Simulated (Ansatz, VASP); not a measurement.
# One calculation of CsBr, two programs

```
Cs Br
1.0
     4.32252    0.00000    0.00000
     0.00000    4.32252    0.00000
     0.00000    0.00000    4.32252
Cs Br
1 1
Cartesian
  0.0000 0.0000 0.0000
  2.1613 2.1613 2.1613
```

Alike in both runs: functional r2SCAN; k mesh 6 × 6 × 6; occupations fermi-dirac, width 0.02 eV; no spin polarisation.

Ansatz relaxed the structure, and its values are those at the end. VASP's run is a single point on that final structure, the one shown.

```csv
,VASP,Ansatz
version,VASP 6.6.1,Ansatz 0.2.0
potentials or method,"VASP PAW PBE potentials, release 64 (Cs_sv, Br), cutoff 550 eV",PAW plane waves
valence electrons in the cell,16,16
```

|  | VASP | Ansatz | Ansatz less VASP |
| --- | --- | --- | --- |
| gap on the k mesh at the Fermi level (eV) | 5.18 | 5.19 | +0.015 |
| pressure (GPa) | 0.1 | 0.0 | -0.05 |

VASP's potentials were made for PBE, not for r2SCAN.

Spin-orbit coupling is off throughout.
